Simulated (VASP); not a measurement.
Wanted: the native input for a VASP 6.6.1 run.

```
Task                   : single point
Functional             : r2SCAN
Potentials or basis    : VASP PAW PBE potentials, release 64 (Os)
Cutoff                 : 660 eV
k mesh                 : 18 × 18 × 18
Occupations            : gaussian, width 0.05 eV
Spin                   : no spin polarisation
Dipole correction      : no
Further INCAR settings : ALGO = Normal; EDIFF = 1e-06; NBANDS = 10
```

The system is Os.

```
CELL_PARAMETERS angstrom
0.00000 1.92788 1.92788
1.92788 0.00000 1.92788
1.92788 1.92788 0.00000
ATOMIC_POSITIONS crystal
Os 0.00000 0.00000 0.00000
```

This isn't the form of Os at room conditions, which is hcp.

These files were run (other wordings do the same):

POSCAR

```
Os
1.0
    0.0000000000      1.9278827483      1.9278827483
    1.9278827483      0.0000000000      1.9278827483
    1.9278827483      1.9278827483      0.0000000000
Os
1
Direct
    0.0000000000      0.0000000000      0.0000000000
```

INCAR.step1

```
SYSTEM = Os
PREC = Accurate
ENCUT = 660
ISMEAR = 0
SIGMA = 0.05
LREAL = .False.
LASPH = .True.
NELM = 120
NBANDS = 10
GGA = PE
ALGO = Normal
EDIFF = 1E-5
LWAVE = .True.
LCHARG = .False.
GGA_COMPAT = .False.
```

INCAR.step2

```
SYSTEM = Os
PREC = Accurate
ENCUT = 660
EDIFF = 1E-6
ISMEAR = 0
SIGMA = 0.05
LREAL = .False.
LASPH = .True.
NELM = 120
ALGO = Normal
ISIF = 2
LWAVE = .False.
LCHARG = .True.
METAGGA = R2SCAN
LMIXTAU = .True.
LELF = .True.
LVHAR = .True.
NBANDS = 10
ISTART = 1
GGA_COMPAT = .False.
```

KPOINTS

```
regular mesh
0
Gamma
  18 18 18
  0 0 0
```

Potentials or basis: VASP PAW PBE potentials, release 64 (Os).

Launch:

```console
$ cat potpaw_PBE.64/Os/POTCAR > POTCAR
$ cp INCAR.step1 INCAR
$ mpirun -np 1 vasp_std > vasp.out
$ cp INCAR.step2 INCAR
$ mpirun -np 1 vasp_std > vasp.out
```

Results of the run:

```
Pressure               : -6.6 GPa
Band gap on the k mesh : zero (bands 4 and 5 overlap by 3.81 eV)
```

Caveat: the cell stands under tension; the PAW data sets were made with another functional, which shifts forces and pressure a little; spin-orbit coupling is left out, which moves the levels of the heavy elements.

It took 110 s on 1 thread of AMD EPYC 7R13 Processor (Zen 3), with other jobs on the host, peak memory 0.15 GiB.
